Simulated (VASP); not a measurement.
# Sb in VASP: single point with PBE+D3(BJ)

Aim: the single point of Sb with PBE+D3(BJ).

Everything below comes from runs of VASP 6.6.1. Logs are shortened: lines on timing, memory, paths and dates and some standing lists are left out, and cuts for length are marked.

### Step 1. The cell of the first run

The cell holds a sheet with vacuum, 2 atoms: a = 4.069 Å, b = 4.069 Å, c = 27.100 Å, α = 90.00°, β = 90.00°, γ = 120.00°.

### Step 2. Single point, PBE+D3(BJ)

The input, INCAR:

```
PREC = Accurate
ENCUT = 400
EDIFF = 1E-6
ISMEAR = 0
SIGMA = 0.03
LREAL = F
LASPH = T
NELM = 120
ALGO = Normal
ISIF = 2
LWAVE = F
LCHARG = F
LDIPOL = T
IDIPOL = 3
DIPOL = 0.5 0.5 0.289
GGA = PE
IVDW = 12
NBANDS = 22
GGA_COMPAT = F
NELMDL = -8
```

The input, KPOINTS:

```
Automatic mesh
0
Gamma
  12 12 1
```

The input, POSCAR:

```
Sb
1.0
    4.0685005365      0.0000000000      0.0000000000
   -2.0342502682      3.5234248199      0.0000000000
    0.0000000000      0.0000000000     27.1000000030
Sb
2
Direct
    0.3333333333      0.6666666667      0.2583030261
    0.6666666667      0.3333333333      0.3191877487
```

Potentials or basis: VASP PAW PBE potentials, release 64 (Sb_d_GW).

Run with:

```
$ cat potpaw_PBE.64/Sb_d_GW/POTCAR > POTCAR
$ mpirun -np 1 vasp_std > vasp.out
```

OUTCAR:

```text
PREC = Accurate
   ENCUT = 400
   EDIFF = 1E-6
   ISMEAR = 0
   LREAL = F
   LASPH = T
   NELM = 120
   ISIF = 2
   GGA = PE
   IVDW = 12
   NELMDL = -8
 IVDW          = 12

 ion  position               nearest neighbor table
   1  0.333  0.667  0.258-   2 2.87   2 2.87   2 2.87
   2  0.667  0.333  0.319-   1 2.87   1 2.87   1 2.87

  LATTYP: Found a hexagonal cell.
 ALAT       =     4.0685005365
 C/A-ratio  =     6.6609306696

  Lattice vectors:

 A1 = (   4.0685005365,   0.0000000000,   0.0000000000)
 A2 = (  -2.0342502682,   3.5234248199,   0.0000000000)
 A3 = (   0.0000000000,   0.0000000000,  27.1000000030)

Analysis of symmetry for initial positions (statically):
=====================================================================
 Subroutine PRICEL returns:
 Original cell was already a primitive cell.

 Routine SETGRP: Setting up the symmetry group for a
 hexagonal supercell.

 Subroutine GETGRP returns: Found 12 space group operations
 (whereof  6 operations were pure point group operations)
 out of a pool of 24 trial point group operations.

The static configuration has the point symmetry C_3v.
 The point group associated with its full space group is D_3d.

Analysis of symmetry for dynamics (positions and initial velocities):
=====================================================================
 Subroutine PRICEL returns:
 Original cell was already a primitive cell.

 Routine SETGRP: Setting up the symmetry group for a
 hexagonal supercell.

 Subroutine GETGRP returns: Found 12 space group operations
 (whereof  6 operations were pure point group operations)
 out of a pool of 24 trial point group operations.

The dynamic configuration has the point symmetry C_3v.
 The point group associated with its full space group is D_3d.

 Subroutine INISYM returns: Found 12 space group operations
 (whereof  6 operations are pure point group operations),
 and found     1 'primitive' translations

----------------------------------------------------------------------------------------

                                     Primitive cell

  volume of cell :     388.4800

  direct lattice vectors                    reciprocal lattice vectors
     4.068500537  0.000000000  0.000000000     0.245790800  0.141907384  0.000000000
[... 75 lines left out ...]
   LNONCOLLINEAR =      F non collinear calculations
   LSORBIT =      F    spin-orbit coupling
   LASPH  =      T    aspherical Exc in radial PAW
   ENCUT  =  400.0 eV  29.40 Ry    5.42 a.u.   6.63  6.63 44.19*2*pi/ulx,y,z
   NELM   =    120;   NELMIN=  2; NELMDL= -8     # of ELM steps
   EDIFF  = 0.1E-05   stopping-criterion for ELM
   LREAL  =      F    real-space projection
[... 7 lines left out ...]
   TEBEG  =    0.0;   TEEND  =   0.0 temperature during run
   PSTRESS=    0.0 pullay stress
   NELECT =      30.0000    total number of electrons
   NUPDOWN=      -1.0000    fix difference up-down
   EMIN   =  10.00;   EMAX   =-10.00  energy-range for DOS
   EFERMI =   0.00;   METHOD = LEGACY
   ISMEAR =     0;   SIGMA  =   0.03  broadening in eV -4-tet -1-fermi 0-gaus
   EFERMI_NEDOS =   21; number of points for ismear=-14 and -15
   IALGO  =     38    algorithm
   IMIX   =      4    mixing-type and parameters
     AMIX     =   0.40;   BMIX     =  1.00
     AMIX_MAG =   1.60;   BMIX_MAG =  1.00
  volume/ion in A,a.u.               =     194.24      1310.80
  Fermi-wavevector in a.u.,A,eV,Ry     =   0.697149  1.317421  6.612662  0.486017
  Thomas-Fermi vector in A             =   1.780397
   LORBIT       =      0    0 simple, 1 ext, 2 COOP (PROOUT), +10 PAW based schemes
   GGA     = PE    functional components
   LHFCALC =     F    Hartree Fock is set to
   AEXX    =    0.0000 exact exchange contribution
   IVDW    =    12    specifies the selected vdW correction
   LEPSILON=     F    determine dielectric tensor
   LRPA    =     F    only Hartree local field effects (RPA)
 non-spin polarized calculation
 Gauss-broadening in eV      SIGMA  =   0.03
  energy-cutoff  :      400.00
  volume of cell :      388.48
 maximum number of plane-waves:      7125
 NGX is ok and might be reduce to    28
   NGX = 13   NGY = 13   NGZ = 89

 dipolmoment           0.000000      0.000000     -0.000001 electrons x Angstroem

 number of electron      29.9999964 magnetization

 dipolmoment           0.000000      0.000000      0.000000 electrons x Angstroem

 Free energy of the ion-electron system (eV)
  ---------------------------------------------------
  ext. energy  EPLUGINS =         0.00000000
  ---------------------------------------------------
  free energy    TOTEN  =        -8.14666265 eV

  energy without entropy =       -8.14666265  energy(sigma->0) =       -8.14666265

 E-fermi :  -3.0088     XC(G=0):  -2.0739

 val. band max:       -3.2294546558   @ k =   0.0000   0.0000   0.0000
 cond. band min:      -2.0469573788   @ k =   0.3333   0.0000   0.0000
 fundamental gap:      1.1824972771
 Fermi energy:        -3.0088232274

 k-point     1 :       0.0000    0.0000    0.0000
  band No.  band energies     occupation
      1     -31.8990      2.00000
      2     -31.8990      2.00000
      3     -31.8231      2.00000
      4     -31.8231      2.00000
      5     -31.7787      2.00000
      6     -31.7113      2.00000
[... 464 lines left out ...]
     21       4.1223      0.00000
     22       4.6651      0.00000

------------------------ aborting loop because EDIFF is reached ----------------------------------------

 vacuum level on the upper side and lower side of the slab       (xc-potential included)        -0.009        -0.009

 Edisp (eV)   -0.47323

 E8    (eV) :    -0.2355

  FORCE on cell =-STRESS in cart. coord.  units (eV):
  Direction    XX          YY          ZZ          XY          YZ          ZX
  --------------------------------------------------------------------------------------
  -------------------------------------------------------------------------------------
  Total      -0.12781    -0.12781    -0.11356    -0.00000     0.00000     0.00000
  in kB      -0.52710    -0.52710    -0.46833    -0.00000     0.00000     0.00000
  external pressure =       -0.51 kB  Pullay stress =        0.00 kB

 VOLUME and BASIS-vectors are now :
 -----------------------------------------------------------------------------
  energy-cutoff  :      400.00
  volume of cell :      388.48
      direct lattice vectors                 reciprocal lattice vectors
     4.068500537  0.000000000  0.000000000     0.245790800  0.141907384  0.000000000
    -2.034250268  3.523424820  0.000000000     0.000000000  0.283814769  0.000000000
     0.000000000  0.000000000 27.100000003     0.000000000  0.000000000  0.036900369

 POSITION                                       TOTAL-FORCE (eV/Angst)
 -----------------------------------------------------------------------------------
     -0.00000      2.34895      7.00001        -0.000000      0.000000     -0.003212
      2.03425      1.17447      8.64999         0.000000     -0.000000      0.003212
 -----------------------------------------------------------------------------------
    total drift:                               -0.000000     -0.000000      0.000146

  FREE ENERGIE OF THE ION-ELECTRON SYSTEM (eV)
  ---------------------------------------------------
  free  energy   TOTEN  =        -8.6198945912 eV

  energy  without entropy=       -8.6198945912  energy(sigma->0) =       -8.61989459

 vacuum level on the upper side and lower side of the slab         1.462         1.462
```

It took 6.7 min on 1 thread of AMD EPYC 7R43 (Zen 3), shared host; peak memory 0.38 GiB.

What came out:

```yaml
Free_energy: -8.6199 eV
Largest_force: 0.003 eV/Å
Band_gap_on_the_k_mesh: 1.18 eV (least direct gap 1.66 eV)
Dispersion_energy_per_atom: -0.237 eV
```

Forces on the atoms (eV/Å):
```
Sb   0.000  0.000 -0.003
Sb   0.000  0.000  0.003
```

Caveat: spin-orbit coupling is left out, which moves the levels of the heavy elements.
